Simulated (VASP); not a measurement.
A run of VASP 6.6.1 is set up as follows.

Contents of INCAR:

```
SYSTEM = Ru
PREC = Accurate ; ENCUT = 520
EDIFF = 1E-6 ; ISMEAR = -1
SIGMA = 0.05 ; LREAL = .False.
LASPH = .True. ; NELM = 60
ALGO = Normal ; ISIF = 2
LWAVE = .False. ; LCHARG = .False.
GGA = PE ; NBANDS = 21
```

File KPOINTS:

```
Automatic mesh
0
Gamma
  16 16 9
  0 0 0
```

POSCAR

```
Ru
1.0
    2.7235501919      0.0000000000      0.0000000000
   -1.3617750960      2.3586636547      0.0000000000
    0.0000000000      0.0000000000      4.2897480453
Ru
2
Direct
    0.3333333333      0.6666666667      0.2500000000
    0.6666666667      0.3333333333      0.7500000000
```

Potentials or basis: VASP PAW PBE potentials, release 64 (Ru_pv).

Launch:

```bash
$ cat potpaw_PBE.64/Ru_pv/POTCAR > POTCAR
$ mpirun -np 1 vasp_std > vasp.out
```

Question: What does it give for the pressure?

Answer: -0.4 GPa.

Question: What does it give for the band gap on the k mesh?

Answer: Zero (band 14 reaches 14.11 eV, above the bottom of band 15 at 11.04 eV).
